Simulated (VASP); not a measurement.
# H6C2O in VASP: single point with r2SCAN

Aim: the single point of H6C2O with r2SCAN.

Everything below comes from runs of VASP 6.6.1. Logs are shortened: lines on timing, memory, paths and dates and some standing lists are left out, and cuts for length are marked.

## (1) The cell of the first run

The cell holds a disordered packing, 36 atoms: a = 7.294 Å, b = 7.294 Å, c = 7.294 Å, α = 90.00°, β = 90.00°, γ = 90.00°.

## (2) Single point, r2SCAN

POSCAR reads:

```
H6C2O
1.0
    7.2936330000      0.0000000000      0.0000000000
    0.0000000000      7.2936330000      0.0000000000
    0.0000000000      0.0000000000      7.2936330000
C O H
8 4 24
Direct
    0.3533203026      0.1279148075      0.3584943667
    0.3871598956      0.2987251441      0.4705779670
    0.7604682930      0.8403417077      0.8348368589
    0.6148650472      0.9834418231      0.8723859276
    0.8478728752      0.1361977290      0.4082948575
    0.8477528964      0.2642630480      0.2460876643
    0.3090557681      0.5291525401     -0.0480513249
    0.2944594521      0.6692038977      0.1041010911
    0.2139844131      0.3856541398      0.5019401532
    0.4523001611      0.9522738925      0.7706821042
    0.9774531086      0.1958041247      0.1155314168
    0.2002374988      0.8254349608      0.0303184755
    0.2332901940      0.4818854870      0.5900030541
    0.4503591476      0.2612375532      0.6014446042
    0.4791748120      0.3933860362      0.3980532135
    0.4820969455      0.0667954092      0.3147073652
    0.2805376558      0.0271958036      0.4417069361
    0.2714757116      0.1624552833      0.2382783629
    0.3548870598      0.9209096039      0.8556197114
    0.5823014989      0.9892461587      1.0188844476
    0.6689670882      1.1191953016      0.8350878453
    0.8860061957      0.8736850950      0.9084203466
    0.7138856121      0.7043888568      0.8773730937
    0.7906188433      0.8353116156      0.6884605812
    0.9734640678      0.2726872185      0.0085415479
    0.7112072994      0.2702058158      0.1833594176
    0.8858380457      0.4032576818      0.2896012072
    0.7396854663      0.1726373019      0.5044555615
    0.8230135984     -0.0042778605      0.3615705082
    0.9779699472      0.1417578607      0.4804479936
    0.1673504922      0.9126647778      0.1241424010
    0.2191427372      0.6115842016      0.2200700215
    0.4312944324      0.7094702859      0.1521758292
    0.3755067591      0.4042564222      0.0002931565
    0.1721984511      0.4932368869     -0.0976155845
    0.3885310269      0.5844502883     -0.1623264796
```

INCAR.step1 reads:

```
SYSTEM = H6C2O
  PREC = Accurate
  ENCUT = 1100
  ISMEAR = -1
  SIGMA = 0.02
  LREAL = Auto
  LASPH = .TRUE.
  NELM = 120
  NBANDS = 64
  GGA = PE
  ALGO = Normal
  EDIFF = 1E-5
  LWAVE = .TRUE.
  LCHARG = .FALSE.
  GGA_COMPAT = .FALSE.
```

INCAR.step2 reads:

```
SYSTEM = H6C2O
  PREC = Accurate
  ENCUT = 1100
  EDIFF = 1E-6
  ISMEAR = -1
  SIGMA = 0.02
  LREAL = Auto
  LASPH = .TRUE.
  NELM = 120
  ALGO = Normal
  ISIF = 2
  LWAVE = .FALSE.
  LCHARG = .TRUE.
  METAGGA = R2SCAN
  LMIXTAU = .TRUE.
  LELF = .TRUE.
  LVHAR = .TRUE.
  NBANDS = 64
  ISTART = 1
  GGA_COMPAT = .FALSE.
```

KPOINTS reads:

```
Automatic mesh
0
G
  1 1 1
  0 0 0
```

Potentials or basis: VASP PAW PBE potentials, release 64 (C_h, O_h, H_h).

Launch:

```console
> cat potpaw_PBE.64/C_h/POTCAR potpaw_PBE.64/O_h/POTCAR potpaw_PBE.64/H_h/POTCAR > POTCAR
> cp INCAR.step1 INCAR
> mpirun -np 1 vasp_gam > vasp.out
> cp INCAR.step2 INCAR
> mpirun -np 1 vasp_gam > vasp.out
```

OUTCAR:

```text
SYSTEM = H6C2O
   PREC = Accurate
   ENCUT = 1100
   EDIFF = 1E-6
   ISMEAR = -1
   LREAL = Auto
   LASPH = .TRUE.
   NELM = 120
   ISIF = 2
   METAGGA = R2SCAN
   ISTART = 1

 ion  position               nearest neighbor table
   1  0.353  0.128  0.358-  16 1.09  18 1.09  17 1.09   2 1.51
   2  0.387  0.299  0.471-  14 1.09  15 1.10   9 1.43   1 1.51
   3  0.760  0.840  0.835-  22 1.09  24 1.09  23 1.09   4 1.51
   4  0.615  0.983  0.872-  20 1.10  21 1.10  10 1.42   3 1.51
   5  0.848  0.136  0.408-  30 1.09  28 1.09  29 1.09   6 1.51
   6  0.848  0.264  0.246-  26 1.10  27 1.10  11 1.43   5 1.51
   7  0.309  0.529  0.952-  34 1.09  36 1.09  35 1.09   8 1.51
   8  0.294  0.669  0.104-  32 1.09  33 1.10  12 1.44   7 1.51
   9  0.214  0.386  0.502-  13 0.96   2 1.43
  10  0.452  0.952  0.771-  19 0.97   4 1.42
  11  0.977  0.196  0.116-  25 0.96   6 1.43
  12  0.200  0.825  0.030-  31 0.96   8 1.44
  13  0.233  0.482  0.590-   9 0.96
  14  0.450  0.261  0.601-   2 1.09
  15  0.479  0.393  0.398-   2 1.10
  16  0.482  0.067  0.315-   1 1.09
  17  0.281  0.027  0.442-   1 1.09
  18  0.271  0.162  0.238-   1 1.09
[... 16 lines left out ...]
  35  0.172  0.493  0.902-   7 1.09
  36  0.389  0.584  0.838-   7 1.09

  LATTYP: Found a simple cubic cell.
 ALAT       =     7.2936330000

  Lattice vectors:

 A1 = (   7.2936330000,   0.0000000000,   0.0000000000)
 A2 = (   0.0000000000,   7.2936330000,   0.0000000000)
 A3 = (   0.0000000000,   0.0000000000,   7.2936330000)

Analysis of symmetry for initial positions (statically):
=====================================================================
 Subroutine PRICEL returns:
 Original cell was already a primitive cell.

 Routine SETGRP: Setting up the symmetry group for a
 simple cubic supercell.

 Subroutine GETGRP returns: Found  1 space group operations
 (whereof  1 operations were pure point group operations)
 out of a pool of 48 trial point group operations.

The static configuration has the point symmetry C_1 .

Analysis of symmetry for dynamics (positions and initial velocities):
=====================================================================
 Subroutine PRICEL returns:
 Original cell was already a primitive cell.

 Routine SETGRP: Setting up the symmetry group for a
 simple cubic supercell.

 Subroutine GETGRP returns: Found  1 space group operations
 (whereof  1 operations were pure point group operations)
 out of a pool of 48 trial point group operations.

The dynamic configuration has the point symmetry C_1 .

 Subroutine INISYM returns: Found  1 space group operations
 (whereof  1 operations are pure point group operations),
 and found     1 'primitive' translations

----------------------------------------------------------------------------------------

                                     Primitive cell

  volume of cell :     388.0000

  direct lattice vectors                    reciprocal lattice vectors
     7.293633000  0.000000000  0.000000000     0.137105884  0.000000000  0.000000000
     0.000000000  7.293633000  0.000000000     0.000000000  0.137105884  0.000000000
     0.000000000  0.000000000  7.293633000     0.000000000  0.000000000  0.137105884

  length of vectors
     7.293633000  7.293633000  7.293633000     0.137105884  0.137105884  0.137105884

  position of ions in fractional coordinates (direct lattice)
     0.353320303  0.127914807  0.358494367
     0.387159896  0.298725144  0.470577967
     0.760468293  0.840341708  0.834836859
     0.614865047  0.983441823  0.872385928
     0.847872875  0.136197729  0.408294858
     0.847752896  0.264263048  0.246087664
[... 28 lines left out ...]
     0.172198451  0.493236887  0.902384416
     0.388531027  0.584450288  0.837673520

  ion indices of the primitive-cell ions
   primitive index   ion index
                 1           1
                 2           2
                 3           3
                 4           4
                 5           5
                 6           6
[... 28 lines left out ...]
                35          35
                36          36

----------------------------------------------------------------------------------------

 KPOINTS: Automatic mesh

Automatic generation of k-mesh.
 Grid dimensions read from file:
 generate k-points for:    1    1    1

 Generating k-lattice:

  Cartesian coordinates                     Fractional coordinates (reciprocal lattice)
     0.137105884  0.000000000  0.000000000     1.000000000  0.000000000  0.000000000
     0.000000000  0.137105884  0.000000000     0.000000000  1.000000000  0.000000000
     0.000000000  0.000000000  0.137105884     0.000000000  0.000000000  1.000000000

  Length of vectors
     0.137105884  0.137105884  0.137105884

  Shift w.r.t. Gamma in fractional coordinates (k-lattice)
     0.000000000  0.000000000  0.000000000

 Subroutine IBZKPT returns following result:
 ===========================================

 Found      1 irreducible k-points:

 Following reciprocal coordinates:
            Coordinates               Weight
  0.000000  0.000000  0.000000      1.000000
   k-points           NKPTS =      1   k-points in BZ     NKDIM =      1   number of bands    NBANDS=     64
   number of dos      NEDOS =    301   number of ions     NIONS =     36
   total plane-waves  NPLWV = 512000
   dimension x,y,z NGX =    80 NGY =   80 NGZ =   80
   dimension x,y,z NGXF=   160 NGYF=  160 NGZF=  160
   ions per type =               8   4  24
   NGX,Y,Z   is equivalent  to a cutoff of  18.23, 18.23, 18.23 a.u.
   NGXF,Y,Z  is equivalent  to a cutoff of  36.47, 36.47, 36.47 a.u.
 SYSTEM =  H6C2O
   PREC   = accura    normal or accurate (medium, high low for compatibility)
   ISTART =      1    job   : 0-new  1-cont  2-samecut
   ICHARG =      0    charge: 1-file 2-atom 10-const
   ISPIN  =      1    spin polarized calculation?
   LNONCOLLINEAR =      F non collinear calculations
   LSORBIT =      F    spin-orbit coupling
   LASPH  =      T    aspherical Exc in radial PAW
   ENCUT  = 1100.0 eV  80.85 Ry    8.99 a.u.  19.72 19.72 19.72*2*pi/ulx,y,z
   NELM   =    120;   NELMIN=  2; NELMDL=  0     # of ELM steps
   EDIFF  = 0.1E-05   stopping-criterion for ELM
   LREAL  =      T    real-space projection
   EDIFFG = 0.1E-04   stopping-criterion for IOM
   NSW    =      0    number of steps for IOM
   IBRION =     -1    ionic relax: 0-MD 1-quasi-New 2-CG
   NFREE  =      0    steps in history (QN), initial steepest desc. (CG)
   ISIF   =      2    stress and relaxation
   ISYM   =      2    0-nonsym 1-usesym 2-fastsym
   POTIM  = 0.5000    time-step for ionic-motion
   TEBEG  =    0.0;   TEEND  =   0.0 temperature during run
   PSTRESS=    0.0 pullay stress
   NELECT =      80.0000    total number of electrons
   NUPDOWN=      -1.0000    fix difference up-down
   EMIN   =  10.00;   EMAX   =-10.00  energy-range for DOS
   EFERMI =   0.00;   METHOD = LEGACY
   ISMEAR =    -1;   SIGMA  =   0.02  broadening in eV -4-tet -1-fermi 0-gaus
   EFERMI_NEDOS =   21; number of points for ismear=-14 and -15
   IALGO  =     38    algorithm
   IMIX   =      4    mixing-type and parameters
     AMIX     =   0.40;   BMIX     =  1.00
     AMIX_MAG =   1.60;   BMIX_MAG =  1.00
  volume/ion in A,a.u.               =      10.78        72.73
  Fermi-wavevector in a.u.,A,eV,Ry     =   0.967151  1.827650 12.726630  0.935381
  Thomas-Fermi vector in A             =   2.097013
   LORBIT       =      0    0 simple, 1 ext, 2 COOP (PROOUT), +10 PAW based schemes
   METAGGA = R2SCAN    functional components
   LHFCALC =     F    Hartree Fock is set to
   AEXX    =    0.0000 exact exchange contribution
   IVDW    =     0    specifies the selected vdW correction
   LEPSILON=     F    determine dielectric tensor
   LRPA    =     F    only Hartree local field effects (RPA)
 non-spin polarized calculation
  energy-cutoff  :     1100.00
  volume of cell :      388.00
 maximum number of plane-waves:     16116
 NGX is ok and might be reduce to    80
   NGX = 39   NGY = 39   NGZ = 39

 number of electron      80.0000001 magnetization

 Free energy of the ion-electron system (eV)
  ---------------------------------------------------
  ext. energy  EPLUGINS =         0.00000000
  ---------------------------------------------------
  free energy    TOTEN  =      -199.91754572 eV

  energy without entropy =     -199.91754572  energy(sigma->0) =     -199.91754572

 E-fermi :  -2.4227     XC(G=0):  -6.6279

 val. band max:       -2.9645507162   @ k =   0.0000   0.0000   0.0000
 cond. band min:       2.4041627926   @ k =   0.0000   0.0000   0.0000
 fundamental gap:      5.3687135088
 Fermi energy:        -2.4227010236

 k-point     1 :       0.0000    0.0000    0.0000
  band No.  band energies     occupation
      1     -23.8943      2.00000
      2     -23.7399      2.00000
      3     -23.5598      2.00000
      4     -23.0808      2.00000
      5     -16.6069      2.00000
      6     -16.3838      2.00000
[... 44 lines left out ...]
     51       5.8987      0.00000
     52       6.0498      0.00000
 [bands above 52 left out]

------------------------ aborting loop because EDIFF is reached ----------------------------------------

  FORCE on cell =-STRESS in cart. coord.  units (eV):
  Direction    XX          YY          ZZ          XY          YZ          ZX
  --------------------------------------------------------------------------------------
  -------------------------------------------------------------------------------------
  Total        1.5240333     -1.2175863      0.2727286      0.4970679     -0.1782615      0.3177753
  in kB        6.2932260     -5.0278071      1.1261844      2.0525541     -0.7360995      1.3121970
  external PRESSURE =       0.7972011 kB  Pullay stress =       0.0000000 kB

 VOLUME and BASIS-vectors are now :
 -----------------------------------------------------------------------------
  energy-cutoff  :     1100.00
  volume of cell :      388.00
      direct lattice vectors                 reciprocal lattice vectors
     7.293633000  0.000000000  0.000000000     0.137105884  0.000000000  0.000000000
     0.000000000  7.293633000  0.000000000     0.000000000  0.137105884  0.000000000
     0.000000000  0.000000000  7.293633000     0.000000000  0.000000000  0.137105884

 POSITION                                       TOTAL-FORCE (eV/Angst)
 -----------------------------------------------------------------------------------
      2.57699      0.93296      2.61473         0.014607      0.059608      0.010005
      2.82380      2.17879      3.43222         0.015728     -0.065364     -0.003714
      5.54658      6.12914      6.08899        -0.043643      0.030447      0.005863
      4.48460      7.17286      6.36286         0.015981      0.068396      0.085660
      6.18407      0.99338      2.97795        -0.048358     -0.073651     -0.044065
      6.18320      1.92744      1.79487         0.016224      0.016624      0.096933
[... 28 lines left out ...]
      1.25595      3.59749      6.58166         0.041654      0.020518      0.022463
      2.83380      4.26277      6.10968        -0.000668      0.018672      0.006534
 -----------------------------------------------------------------------------------
    total drift:                                0.000322     -0.001679     -0.002019

  FREE ENERGIE OF THE ION-ELECTRON SYSTEM (eV)
  ---------------------------------------------------
  free  energy   TOTEN  =      -199.9175457237 eV

  energy  without entropy=     -199.9175457237  energy(sigma->0) =     -199.91754572
```

It took 4.9 min on 1 thread of Intel Xeon 6975P-C (Granite Rapids), shared host; peak memory 1.1 GiB.

Results:

| Property | Result |
| --- | --- |
| Free energy | -199.9175 eV |
| Pressure | 0.1 GPa |
| Largest force | 0.231 eV/Å |
| Band gap on the k mesh | 5.37 eV |

Forces in eV/Å, atoms in the order of the input:
```
C    0.015  0.060  0.010
C    0.016 -0.065 -0.004
C   -0.044  0.030  0.006
C    0.016  0.068  0.086
C   -0.048 -0.074 -0.044
C    0.016  0.017  0.097
C   -0.026  0.002 -0.008
C   -0.042  0.075 -0.030
O    0.005  0.026  0.035
O   -0.017  0.011 -0.230
O   -0.014 -0.041 -0.045
O    0.051 -0.033 -0.123
H   -0.019  0.022  0.003
H    0.015  0.016  0.002
H    0.023  0.012 -0.023
H    0.015  0.008  0.020
H   -0.005 -0.025 -0.033
H   -0.001  0.000  0.005
H   -0.088 -0.048  0.077
H    0.068 -0.008  0.041
H   -0.002  0.026  0.002
H    0.020 -0.059 -0.015
H   -0.007 -0.031  0.027
H    0.005 -0.018 -0.025
H    0.017 -0.020 -0.003
H   -0.018 -0.014 -0.018
H    0.013 -0.028 -0.014
H    0.006  0.019  0.003
H   -0.009  0.015  0.023
H    0.019  0.030 -0.010
H    0.028 -0.030  0.101
H   -0.042  0.013  0.046
H   -0.007 -0.006 -0.005
H   -0.001  0.012  0.018
H    0.042  0.021  0.022
H   -0.001  0.019  0.007
```

Stress tensor (GPa, compression positive):
```
 0.63  0.21  0.13
 0.21 -0.50 -0.07
 0.13 -0.07  0.11
```

Caveat: the k points lie up to 0.86 Å⁻¹ apart; the PAW data sets were made with another functional, which shifts forces and pressure a little.
